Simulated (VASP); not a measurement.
# TiN (Fm-3m) in VASP: a series of runs

The runs below take TiN through single point, with PBEsol.

Program: VASP 6.6.1. These are calculated values, not measurements. Logs are shortened: lines on timing, memory, paths and dates and some standing lists are left out, and cuts for length are marked.

### 1 The cell of the first run

It takes space group Fm-3m (No. 225, cubic). The conventional cell has a = 4.157 Å, b = 4.157 Å, c = 4.157 Å, α = 90.00°, β = 90.00°, γ = 90.00°. Within 2.8 Å of Ti (site symmetry m-3m) lie 6 N at 2.08 Å. Within 2.8 Å of N (site symmetry m-3m) lie 6 Ti at 2.08 Å.

### 2 Single point, PBEsol (volume scaled by 0.94)

Input file INCAR:

```
SYSTEM = TiN
  PREC = Accurate
  ENCUT = 600
  EDIFF = 1E-6
  ISMEAR = -1
  SIGMA = 0.05
  LREAL = .FALSE.
  LASPH = .TRUE.
  NELM = 120
  ALGO = Normal
  ISIF = 2
  LWAVE = .FALSE.
  LCHARG = .TRUE.
  GGA = PS
  LELF = .TRUE.
  LVHAR = .TRUE.
  NBANDS = 16
  GGA_COMPAT = .FALSE.
```

Input file KPOINTS:

```
Automatic mesh
0
G
  13 13 13
  0 0 0
```

Input file POSCAR:

```
TiN
1.0
    0.0000000000      2.0786817227      2.0786817227
    2.0786817227      0.0000000000      2.0786817227
    2.0786817227      2.0786817227      0.0000000000
Ti N
1 1
Direct
    0.0000000000      0.0000000000      0.0000000000
    0.5000000000      0.5000000000      0.5000000000
```

Potentials or basis: VASP PAW PBE potentials, release 64 (Ti_sv, N).

Started as:

```console
> cat potpaw_PBE.64/Ti_sv/POTCAR potpaw_PBE.64/N/POTCAR > POTCAR
> mpirun -np 1 vasp_std > vasp.out
```

OUTCAR:

```text
SYSTEM = TiN
   PREC = Accurate
   ENCUT = 600
   EDIFF = 1E-6
   ISMEAR = -1
   LREAL = .FALSE.
   LASPH = .TRUE.
   NELM = 120
   ISIF = 2
   GGA = PS

 ion  position               nearest neighbor table
   1  0.000  0.000  0.000-   2 2.08   2 2.08   2 2.08   2 2.08   2 2.08   2 2.08
   2  0.500  0.500  0.500-   1 2.08   1 2.08   1 2.08   1 2.08   1 2.08   1 2.08

  LATTYP: Found a face centered cubic cell.
 ALAT       =     4.1573634454

  Lattice vectors:

 A1 = (   0.0000000000,   2.0786817227,   2.0786817227)
 A2 = (   2.0786817227,   0.0000000000,   2.0786817227)
 A3 = (   2.0786817227,   2.0786817227,   0.0000000000)

Analysis of symmetry for initial positions (statically):
=====================================================================
 Subroutine PRICEL returns:
 Original cell was already a primitive cell.

 Routine SETGRP: Setting up the symmetry group for a
 face centered cubic supercell.

 Subroutine GETGRP returns: Found 48 space group operations
 (whereof 48 operations were pure point group operations)
 out of a pool of 48 trial point group operations.

The static configuration has the point symmetry O_h .

Analysis of symmetry for dynamics (positions and initial velocities):
=====================================================================
 Subroutine PRICEL returns:
 Original cell was already a primitive cell.

 Routine SETGRP: Setting up the symmetry group for a
 face centered cubic supercell.

 Subroutine GETGRP returns: Found 48 space group operations
 (whereof 48 operations were pure point group operations)
 out of a pool of 48 trial point group operations.

The dynamic configuration has the point symmetry O_h .

 Subroutine INISYM returns: Found 48 space group operations
 (whereof 48 operations are pure point group operations),
 and found     1 'primitive' translations

----------------------------------------------------------------------------------------

                                     Primitive cell

  volume of cell :      17.9636

  direct lattice vectors                    reciprocal lattice vectors
     0.000000000  2.078681723  2.078681723    -0.240537065  0.240537065  0.240537065
     2.078681723  0.000000000  2.078681723     0.240537065 -0.240537065  0.240537065
     2.078681723  2.078681723  0.000000000     0.240537065  0.240537065 -0.240537065

  length of vectors
     2.939699884  2.939699884  2.939699884     0.416622417  0.416622417  0.416622417

  position of ions in fractional coordinates (direct lattice)
     0.000000000  0.000000000  0.000000000
     0.500000000  0.500000000  0.500000000

  ion indices of the primitive-cell ions
   primitive index   ion index
                 1           1
                 2           2

----------------------------------------------------------------------------------------

 KPOINTS: Automatic mesh

Automatic generation of k-mesh.
 Grid dimensions read from file:
 generate k-points for:   13   13   13

 Generating k-lattice:

  Cartesian coordinates                     Fractional coordinates (reciprocal lattice)
    -0.018502851  0.018502851  0.018502851     0.076923077  0.000000000  0.000000000
     0.018502851 -0.018502851  0.018502851     0.000000000  0.076923077  0.000000000
     0.018502851  0.018502851 -0.018502851     0.000000000  0.000000000  0.076923077

  Length of vectors
     0.032047878  0.032047878  0.032047878

  Shift w.r.t. Gamma in fractional coordinates (k-lattice)
     0.000000000  0.000000000  0.000000000

 Subroutine IBZKPT returns following result:
 ===========================================

 Found     84 irreducible k-points:

 Following reciprocal coordinates:
            Coordinates               Weight
  0.000000  0.000000  0.000000      1.000000
  0.076923  0.000000  0.000000      8.000000
  0.153846  0.000000  0.000000      8.000000
  0.230769  0.000000  0.000000      8.000000
  0.307692  0.000000  0.000000      8.000000
  0.384615  0.000000  0.000000      8.000000
[... 16 lines left out ...]
  0.384615  0.153846  0.000000     24.000000
  0.461538  0.153846  0.000000     24.000000
 [... further k-points ...]
   k-points           NKPTS =     84   k-points in BZ     NKDIM =     84   number of bands    NBANDS=     16
   number of dos      NEDOS =    301   number of ions     NIONS =      2
   total plane-waves  NPLWV =  13824
   dimension x,y,z NGX =    24 NGY =   24 NGZ =   24
   dimension x,y,z NGXF=    48 NGYF=   48 NGZF=   48
   ions per type =               1   1
   NGX,Y,Z   is equivalent  to a cutoff of  13.57, 13.57, 13.57 a.u.
   NGXF,Y,Z  is equivalent  to a cutoff of  27.14, 27.14, 27.14 a.u.
 SYSTEM =  TiN
   PREC   = accura    normal or accurate (medium, high low for compatibility)
   ISTART =      0    job   : 0-new  1-cont  2-samecut
   ICHARG =      2    charge: 1-file 2-atom 10-const
   ISPIN  =      1    spin polarized calculation?
   LNONCOLLINEAR =      F non collinear calculations
   LSORBIT =      F    spin-orbit coupling
   LASPH  =      T    aspherical Exc in radial PAW
   ENCUT  =  600.0 eV  44.10 Ry    6.64 a.u.   5.87  5.87  5.87*2*pi/ulx,y,z
   NELM   =    120;   NELMIN=  2; NELMDL= -5     # of ELM steps
   EDIFF  = 0.1E-05   stopping-criterion for ELM
   LREAL  =      F    real-space projection
   EDIFFG = 0.1E-04   stopping-criterion for IOM
   NSW    =      0    number of steps for IOM
   IBRION =     -1    ionic relax: 0-MD 1-quasi-New 2-CG
   NFREE  =      0    steps in history (QN), initial steepest desc. (CG)
   ISIF   =      2    stress and relaxation
   ISYM   =      2    0-nonsym 1-usesym 2-fastsym
   POTIM  = 0.5000    time-step for ionic-motion
   TEBEG  =    0.0;   TEEND  =   0.0 temperature during run
   PSTRESS=    0.0 pullay stress
   NELECT =      17.0000    total number of electrons
   NUPDOWN=      -1.0000    fix difference up-down
   EMIN   =  10.00;   EMAX   =-10.00  energy-range for DOS
   EFERMI =   0.00;   METHOD = LEGACY
   ISMEAR =    -1;   SIGMA  =   0.05  broadening in eV -4-tet -1-fermi 0-gaus
   EFERMI_NEDOS =   21; number of points for ismear=-14 and -15
   IALGO  =     38    algorithm
   IMIX   =      4    mixing-type and parameters
     AMIX     =   0.40;   BMIX     =  1.00
     AMIX_MAG =   1.60;   BMIX_MAG =  1.00
  volume/ion in A,a.u.               =       8.98        60.61
  Fermi-wavevector in a.u.,A,eV,Ry     =   1.607286  3.037330 35.148856  2.583368
  Thomas-Fermi vector in A             =   2.703339
   LORBIT       =      0    0 simple, 1 ext, 2 COOP (PROOUT), +10 PAW based schemes
   GGA     = PS    functional components
   LHFCALC =     F    Hartree Fock is set to
   AEXX    =    0.0000 exact exchange contribution
   IVDW    =     0    specifies the selected vdW correction
   LEPSILON=     F    determine dielectric tensor
   LRPA    =     F    only Hartree local field effects (RPA)
 non-spin polarized calculation
  energy-cutoff  :      600.00
  volume of cell :       17.96
 maximum number of plane-waves:       610
   NGX = 11   NGY = 11   NGZ = 11

 number of electron      16.9999998 magnetization

 Free energy of the ion-electron system (eV)
  ---------------------------------------------------
  ext. energy  EPLUGINS =         0.00000000
  ---------------------------------------------------
  free energy    TOTEN  =       -20.76449975 eV

  energy without entropy =      -20.75814779  energy(sigma->0) =      -20.76132377

 E-fermi :  12.1803     XC(G=0): -13.5591

 val. band max:       12.0767509942   @ k =  -0.0769   0.0769   0.0000
 cond. band min:      12.1906531192   @ k =  -0.1538   0.1538   0.0000
 fundamental gap:      0.1139021251
 Fermi energy:        12.1803348998

 k-point     1 :       0.0000    0.0000    0.0000
  band No.  band energies     occupation
      1     -45.3754      2.00000
      2     -21.4058      2.00000
      3     -21.4058      2.00000
      4     -21.4058      2.00000
      5      -5.2668      2.00000
      6      10.0471      2.00000
[... 8 lines left out ...]
     15      25.3820      0.00000
     16      32.7118      0.00000

 k-point     2 :       0.0769    0.0000    0.0000
  band No.  band energies     occupation
      1     -45.3680      2.00000
      2     -21.4558      2.00000
      3     -21.4098      2.00000
      4     -21.4098      2.00000
      5      -5.1372      2.00000
      6       9.3631      2.00000
[... 8 lines left out ...]
     15      25.5177      0.00000
     16      32.5307      0.00000

 k-point     3 :       0.1538    0.0000    0.0000
  band No.  band energies     occupation
      1     -45.3475      2.00000
      2     -21.5924      2.00000
      3     -21.4206      2.00000
      4     -21.4206      2.00000
      5      -4.7681      2.00000
      6       8.0811      2.00000
[... 8 lines left out ...]
     15      25.6765      0.00000
     16      31.8949      0.00000

 k-point     4 :       0.2308    0.0000    0.0000
  band No.  band energies     occupation
      1     -45.3185      2.00000
      2     -21.7800      2.00000
      3     -21.4359      2.00000
      4     -21.4359      2.00000
      5      -4.2152      2.00000
      6       6.6925      2.00000
[... 8 lines left out ...]
     15      25.5507      0.00000
     16      30.7046      0.00000

 k-point     5 :       0.3077    0.0000    0.0000
  band No.  band energies     occupation
      1     -45.2875      2.00000
      2     -21.9734      2.00000
      3     -21.4521      2.00000
      4     -21.4521      2.00000
      5      -3.5661      2.00000
      6       5.3949      2.00000
[... 8 lines left out ...]
     15      25.5803      0.00000
     16      29.2638      0.00000

 k-point     6 :       0.3846    0.0000    0.0000
  band No.  band energies     occupation
      1     -45.2617      2.00000
      2     -22.1296      2.00000
      3     -21.4654      2.00000
      4     -21.4654      2.00000
      5      -2.9476      2.00000
      6       4.3451      2.00000
[... 8 lines left out ...]
     15      26.1018      0.00000
     16      27.9929      0.00000

 k-point     7 :       0.4615    0.0000    0.0000
  band No.  band energies     occupation
      1     -45.2470      2.00000
      2     -22.2163      2.00000
      3     -21.4729      2.00000
      4     -21.4729      2.00000
      5      -2.5448      2.00000
      6       3.7288      2.00000
[... 8 lines left out ...]
     15      26.6134      0.00000
     16      27.2384      0.00000

 k-point     8 :       0.0769    0.0769    0.0000
  band No.  band energies     occupation
      1     -45.3655      2.00000
      2     -21.4530      2.00000
      3     -21.4206      2.00000
      4     -21.4206      2.00000
      5      -5.0977      2.00000
      6       8.8554      2.00000
[... 8 lines left out ...]
     15      25.5811      0.00000
     16      32.2058      0.00000

 k-point     9 :       0.1538    0.0769    0.0000
  band No.  band energies     occupation
      1     -45.3495      2.00000
      2     -21.5539      2.00000
      3     -21.4377      2.00000
      4     -21.4266      2.00000
      5      -4.8195      2.00000
      6       7.8775      2.00000
[... 8 lines left out ...]
     15      25.7750      0.00000
     16      31.6003      0.00000
[... 172 lines left out ...]
 k-point    19 :      -0.0769    0.0769    0.0000
  band No.  band energies     occupation
      1     -45.3563      2.00000
      2     -21.5228      2.00000
      3     -21.4361      2.00000
      4     -21.4075      2.00000
      5      -4.9315      2.00000
      6       8.5062      2.00000
[... 8 lines left out ...]
     15      25.6719      0.00000
     16      31.5856      0.00000

 k-point    20 :       0.1538    0.1538    0.0000
  band No.  band energies     occupation
      1     -45.3383      2.00000
      2     -21.5778      2.00000
      3     -21.4618      2.00000
      4     -21.4618      2.00000
      5      -4.6608      2.00000
      6       7.1519      2.00000
[... 8 lines left out ...]
     15      26.0435      0.00000
     16      31.2086      0.00000

 k-point    21 :       0.2308    0.1538    0.0000
  band No.  band energies     occupation
      1     -45.3166      2.00000
      2     -21.6957      2.00000
      3     -21.4872      2.00000
      4     -21.4787      2.00000
      5      -4.3219      2.00000
      6       6.3970      2.00000
[... 8 lines left out ...]
     15      26.1194      0.00000
     16      30.4774      0.00000

 k-point    22 :       0.3077    0.1538    0.0000
  band No.  band energies     occupation
      1     -45.2892      2.00000
      2     -21.8535      2.00000
      3     -21.5082      2.00000
      4     -21.4983      2.00000
      5      -3.8632      2.00000
      6       5.6996      2.00000
[... 8 lines left out ...]
     15      25.8200      0.00000
     16      29.2104      0.00000

 k-point    23 :       0.3846    0.1538    0.0000
  band No.  band energies     occupation
      1     -45.2623      2.00000
      2     -22.0032      2.00000
      3     -21.5273      2.00000
      4     -21.5201      2.00000
      5      -3.3699      2.00000
      6       5.0595      2.00000
[... 8 lines left out ...]
     15      25.7050      0.00000
     16      28.0077      0.00000

 k-point    24 :       0.4615    0.1538    0.0000
  band No.  band energies     occupation
      1     -45.2421      2.00000
      2     -22.1112      2.00000
      3     -21.5600      2.00000
      4     -21.5201      2.00000
      5      -2.9503      2.00000
      6       4.5156      2.00000
[... 8 lines left out ...]
     15      25.9669      0.00000
     16      27.1095      0.00000

 [... further k-points ...]

------------------------ aborting loop because EDIFF is reached ----------------------------------------

  FORCE on cell =-STRESS in cart. coord.  units (eV):
  Direction    XX          YY          ZZ          XY          YZ          ZX
  --------------------------------------------------------------------------------------
  -------------------------------------------------------------------------------------
  Total        1.2439214      1.2439214      1.2439214      0.0000000     -0.0000000      0.0000000
  in kB      110.9454567    110.9454567    110.9454567      0.0000000     -0.0000000      0.0000000
  external PRESSURE =     110.9454567 kB  Pullay stress =       0.0000000 kB

 VOLUME and BASIS-vectors are now :
 -----------------------------------------------------------------------------
  energy-cutoff  :      600.00
  volume of cell :       17.96
      direct lattice vectors                 reciprocal lattice vectors
     0.000000000  2.078681723  2.078681723    -0.240537065  0.240537065  0.240537065
     2.078681723  0.000000000  2.078681723     0.240537065 -0.240537065  0.240537065
     2.078681723  2.078681723  0.000000000     0.240537065  0.240537065 -0.240537065

 POSITION                                       TOTAL-FORCE (eV/Angst)
 -----------------------------------------------------------------------------------
      0.00000      0.00000      0.00000         0.000000      0.000000      0.000000
      2.07868      2.07868      2.07868         0.000000      0.000000      0.000000
 -----------------------------------------------------------------------------------
    total drift:                                0.000000     -0.000000     -0.000000

  FREE ENERGIE OF THE ION-ELECTRON SYSTEM (eV)
  ---------------------------------------------------
  free  energy   TOTEN  =       -20.7644997477 eV

  energy  without entropy=      -20.7581477854  energy(sigma->0) =      -20.76132377
```

Run time: 35 s. Hardware: 1 thread of Intel Xeon 8259CL, shared host; peak memory 0.16 GiB.

What came out:

```yaml
Free_energy: -20.7645 eV
Pressure: 11.1 GPa
```

Levels at points of the mesh, in eV from the Fermi level:
```csv
k point,band 7,band 8,band 9,band 10,band 11,band 12
"(0.00, 0.00, 0.00)",-2.13,-2.13,-0.72,-0.72,-0.72,0.59
```

Caveat: the PAW data sets were made with another functional, which shifts forces and pressure a little.

### 3 Single point, PBEsol (volume scaled by 0.96)

Input file INCAR:

```
PREC = Accurate
ENCUT = 600
EDIFF = 1E-6
ISMEAR = -1
SIGMA = 0.05
LREAL = False
LASPH = True
NELM = 120
ALGO = Normal
ISIF = 2
LWAVE = False
LCHARG = False
GGA = PS
NBANDS = 16
GGA_COMPAT = False
```

Input file KPOINTS:

```
regular mesh
0
Gamma
  13 13 13
```

Input file POSCAR:

```
TiN
1.0
    0.0000000000      2.0933208087      2.0933208087
    2.0933208087      0.0000000000      2.0933208087
    2.0933208087      2.0933208087      0.0000000000
Ti N
1 1
Direct
    0.0000000000      0.0000000000      0.0000000000
    0.5000000000      0.5000000000      0.5000000000
```

Potentials or basis: VASP PAW PBE potentials, release 64 (Ti_sv, N).

Started as:

```console
> cat potpaw_PBE.64/Ti_sv/POTCAR potpaw_PBE.64/N/POTCAR > POTCAR
> mpirun -np 1 vasp_std > vasp.out
```

Run time: 36 s. Hardware: 1 thread of Intel Xeon 8259CL, shared host; peak memory 0.16 GiB.

It converged, with:

```
Free energy : -20.7833 eV
Pressure    : 4.1 GPa
```

Levels at points of the mesh, in eV from the Fermi level:
```tsv
k point	band 5	band 6	band 7	band 8	band 9	band 10	band 11	band 12	band 13	band 14
(0.00, 0.00, 0.00)	-17.32	-2.10	-2.10	-2.10	-0.70	-0.70	-0.70	0.58	0.58	5.81
```

Caveat: the PAW data sets were made with another functional, which shifts forces and pressure a little.

(Part 1 of 2 ends here.)
